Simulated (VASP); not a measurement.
# Rh in VASP: notebook, part 2 of 2

VASP 6.6.1.

## 4. Electric field gradients, LDA (equal xx and yy strain of +1 %)

Input file INCAR:

```
SYSTEM = Rh
PREC = Accurate ; ENCUT = 520
EDIFF = 1E-8 ; ISMEAR = -1
SIGMA = 0.03 ; LREAL = .False.
LASPH = .True. ; NELM = 60
ALGO = Normal ; ISIF = 2
LWAVE = .False. ; LCHARG = .False.
LEFG = .True. ; NBANDS = 14
```

Input file KPOINTS:

```
regular mesh
0
Gamma
  16 16 16
  0 0 0
```

Input file POSCAR:

```
Rh
1.0
    0.0000000000      1.9205655000      1.9015500000
    1.9205655000      0.0000000000      1.9015500000
    1.9205655000      1.9205655000      0.0000000000
Rh
1
Direct
    0.0000000000      0.0000000000      0.0000000000
```

Potentials or basis: VASP PAW LDA potentials, release 64 (Rh_pv).

Run with:

```bash
$ cat potpaw_LDA.64/Rh_pv/POTCAR > POTCAR
$ mpirun -np 1 vasp_std > vasp.out
```

OUTCAR:

```text
SYSTEM = Rh
   PREC = Accurate
   ENCUT = 520
   EDIFF = 1E-8
   ISMEAR = -1
   LREAL = .False.
   LASPH = .True.
   NELM = 60
   ISIF = 2

 ion  position               nearest neighbor table
   1  0.000  0.000  0.000-

  LATTYP: Found a body centered tetragonal cell.
 ALAT       =     2.7160897775
 C/A-ratio  =     1.4002114479

  Lattice vectors:

 A1 = (   0.0000000000,  -1.9205655000,  -1.9015500000)
 A2 = (   0.0000000000,   1.9205655000,  -1.9015500000)
 A3 = (   1.9205655000,   0.0000000000,   1.9015500000)

Analysis of symmetry for initial positions (statically):
=====================================================================
 Subroutine PRICEL returns:
 Original cell was already a primitive cell.

 Routine SETGRP: Setting up the symmetry group for a
 body centered tetragonal supercell.

 Subroutine GETGRP returns: Found 16 space group operations
 (whereof 16 operations were pure point group operations)
 out of a pool of 16 trial point group operations.

The static configuration has the point symmetry D_4h.

Analysis of symmetry for dynamics (positions and initial velocities):
=====================================================================
 Subroutine PRICEL returns:
 Original cell was already a primitive cell.

 Routine SETGRP: Setting up the symmetry group for a
 body centered tetragonal supercell.

 Subroutine GETGRP returns: Found 16 space group operations
 (whereof 16 operations were pure point group operations)
 out of a pool of 16 trial point group operations.

The dynamic configuration has the point symmetry D_4h.

 Subroutine INISYM returns: Found 16 space group operations
 (whereof 16 operations are pure point group operations),
 and found     1 'primitive' translations

[... 157 lines left out ...]
     10      27.3062      0.00000
     11      31.7464      0.00000
     12      32.4964      0.00000
     13      32.4964      0.00000
     14      32.7927      0.00000
[... 377 lines left out ...]
      1     -34.8547      2.00000
      2     -34.8063      2.00000
      3     -34.7961      2.00000
      4       3.8606      2.00000
      5       8.1066      2.00000
      6       8.4344      2.00000
      7       8.5793      2.00000
      8      10.1477      2.00000
      9      10.4651      2.00000
     10      27.8693      0.00000
     11      30.9025      0.00000
     12      31.7474      0.00000
     13      32.8006      0.00000
     14      33.3266      0.00000

 [... further k-points ...]
[... 5 lines left out ...]
  --------------------------------------------------------------------------------------
  -------------------------------------------------------------------------------------
  Total       -1.4066444     -1.4066444     -1.2108476      0.0000000      0.0000000      0.0000000
  in kB     -160.6567213   -160.6567213   -138.2942382      0.0000000      0.0000000      0.0000000
  external PRESSURE =    -153.2025603 kB  Pullay stress =       0.0000000 kB

 VOLUME and BASIS-vectors are now :
 -----------------------------------------------------------------------------
  energy-cutoff  :      520.00
  volume of cell :       14.03
      direct lattice vectors                 reciprocal lattice vectors
     0.000000000  1.920565500  1.901550000    -0.260339988  0.260339988  0.262943388
     1.920565500  0.000000000  1.901550000     0.260339988 -0.260339988  0.262943388
     1.920565500  1.920565500  0.000000000     0.260339988  0.260339988 -0.262943388

 POSITION                                       TOTAL-FORCE (eV/Angst)
 -----------------------------------------------------------------------------------
      0.00000      0.00000      0.00000         0.000000      0.000000     -0.000000
 -----------------------------------------------------------------------------------
    total drift:                                0.000000      0.000000      0.000000

  FREE ENERGIE OF THE ION-ELECTRON SYSTEM (eV)
  ---------------------------------------------------
  free  energy   TOTEN  =        -8.6457099764 eV

  energy  without entropy=       -8.6410735557  energy(sigma->0) =       -8.64339177

 Electric field gradients (V/A^2)
---------------------------------------------------------------------
 ion       V_xx      V_yy      V_zz      V_xy      V_xz      V_yz
---------------------------------------------------------------------
   1       0.477     0.477    -0.954    -0.000     0.000     0.000
---------------------------------------------------------------------

 Electric field gradients after diagonalization (V/A^2)
 (convention: |V_zz| > |V_xx| > |V_yy|)
----------------------------------------------------------------------
 ion       V_xx      V_yy      V_zz     asymmetry (V_yy - V_xx)/ V_zz
----------------------------------------------------------------------
   1       0.477     0.477    -0.954       0.000
----------------------------------------------------------------------

           NMR quadrupolar parameters

 Cq : quadrupolar parameter    Cq=e*Q*V_zz/h
 eta: asymmetry parameters     (V_yy - V_xx)/ V_zz
 Q  : nuclear electric quadrupole moment in mb (millibarn)
----------------------------------------------------------------------
 ion       Cq(MHz)       eta       Q (mb)
----------------------------------------------------------------------
   1      -0.002       0.000       1.000
----------------------------------------------------------------------
```

stdout:

```text
POSCAR found type information on POSCAR Rh
 POSCAR found :  1 types and       1 ions
 scaLAPACK will be used
 LDA part: xc-table for (Slater(with rela. corr.)+CA(PZ))
 , standard interpolation
 POSCAR, INCAR and KPOINTS ok, starting setup
 FFT: planning ... GRIDC
 FFT: planning ... GRID_SOFT
 FFT: planning ... GRID
 WAVECAR not read
 entering main loop
ion   1
```

Wall time 38 s (1 thread of Intel Xeon 6975P-C, shared host); peak memory 0.17 GiB.

What came out:

```yaml
Free_energy: -8.6457 eV
Pressure: -15.3 GPa
```

Stress tensor (GPa, compression positive):
```
-16.07   0.00   0.00
  0.00 -16.07   0.00
  0.00   0.00 -13.83
```

Electric field gradients, principal values (V/Å²):
| atom | least | middle | greatest (by size) |
| --- | --- | --- | --- |
| 1 Rh | 0.477 | 0.477 | -0.954 |

Caveat: the cell differs from its parent crystal (equal xx and yy strain of +1 %); without QUAD_EFG the Cq values of the log hold for a quadrupole moment of 1 mb, not for the nuclei.

## 5. Electric field gradients, LDA (equal xx and yy strain of +1 %)

Input file INCAR:

```
  PREC = Accurate
  ENCUT = 520
  EDIFF = 1E-8
  ISMEAR = -1
  SIGMA = 0.03
  LREAL = F
  LASPH = T
  NELM = 100
  ALGO = Normal
  ISIF = 2
  LWAVE = F
  LCHARG = F
  LEFG = T
  NBANDS = 14
```

Input file KPOINTS:

```
regular mesh
0
Gamma
  16 16 16
```

POSCAR is that of step 4.

Potentials or basis: VASP PAW LDA potentials, release 64 (Rh_pv).

Run with:

```bash
$ cat potpaw_LDA.64/Rh_pv/POTCAR > POTCAR
$ mpirun -np 1 vasp_std > vasp.out
```

OUTCAR:

```text
PREC = Accurate
   ENCUT = 520
   EDIFF = 1E-8
   ISMEAR = -1
   LREAL = F
   LASPH = T
   NELM = 100
   ISIF = 2

 ion  position               nearest neighbor table
   1  0.000  0.000  0.000-

  LATTYP: Found a body centered tetragonal cell.
 ALAT       =     2.7160897775
 C/A-ratio  =     1.4002114479

  Lattice vectors:

[... 614 lines left out ...]
 -----------------------------------------------------------------------------------
    total drift:                                0.000000      0.000000      0.000000

  FREE ENERGIE OF THE ION-ELECTRON SYSTEM (eV)
  ---------------------------------------------------
  free  energy   TOTEN  =        -8.6457099764 eV

  energy  without entropy=       -8.6410735557  energy(sigma->0) =       -8.64339177

 Electric field gradients (V/A^2)
---------------------------------------------------------------------
 ion       V_xx      V_yy      V_zz      V_xy      V_xz      V_yz
---------------------------------------------------------------------
   1       0.477     0.477    -0.954    -0.000     0.000     0.000
---------------------------------------------------------------------

 Electric field gradients after diagonalization (V/A^2)
 (convention: |V_zz| > |V_xx| > |V_yy|)
----------------------------------------------------------------------
 ion       V_xx      V_yy      V_zz     asymmetry (V_yy - V_xx)/ V_zz
----------------------------------------------------------------------
   1       0.477     0.477    -0.954       0.000
----------------------------------------------------------------------

           NMR quadrupolar parameters

 Cq : quadrupolar parameter    Cq=e*Q*V_zz/h
 eta: asymmetry parameters     (V_yy - V_xx)/ V_zz
 Q  : nuclear electric quadrupole moment in mb (millibarn)
----------------------------------------------------------------------
 ion       Cq(MHz)       eta       Q (mb)
----------------------------------------------------------------------
   1      -0.002       0.000       1.000
----------------------------------------------------------------------
```

stdout:

```text
POSCAR found type information on POSCAR Rh
 POSCAR found :  1 types and       1 ions
 scaLAPACK will be used
 LDA part: xc-table for (Slater(with rela. corr.)+CA(PZ))
 , standard interpolation
 POSCAR, INCAR and KPOINTS ok, starting setup
 FFT: planning ... GRIDC
 FFT: planning ... GRID_SOFT
 FFT: planning ... GRID
 WAVECAR not read
 entering main loop
ion   1
```

Wall time 36 s (1 thread of Intel Xeon 6975P-C, shared host); peak memory 0.17 GiB.

Results:

```yaml
Free_energy: -8.6457 eV
Pressure: -15.3 GPa
```

Stress tensor (GPa, compression positive):
```
-16.07   0.00   0.00
  0.00 -16.07   0.00
  0.00   0.00 -13.83
```

Electric field gradients, principal values (V/Å²):
```csv
atom,least,middle,greatest (by size)
1 Rh,0.477,0.477,-0.954
```

Caveat: the cell differs from its parent crystal (equal xx and yy strain of +1 %); without QUAD_EFG the Cq values of the log hold for a quadrupole moment of 1 mb, not for the nuclei.

## 6. Overview

```csv
cell,gap on the mesh (eV),pressure (GPa)
"a = 2.653 Å, angles 60.0°, 1 atom",none,1.5
"a = 2.662, b = 2.662, c = 2.635 Å, angles 60.3, 60.3, 59.3°, 1 atom",none,1.4
"a = 2.703, b = 2.703, c = 2.716 Å, angles 59.8, 59.8, 60.3°, 1 atom",none,-15.3
```

Alike in all rows: task electric field gradients; level LDA; potentials or basis VASP PAW LDA potentials, release 64 (Rh_pv); no spin polarisation; k mesh 16 × 16 × 16; cutoff (eV) 520; smearing fermi-dirac 0.03 eV.

Absolute energies hang on the potentials; compare differences alone.
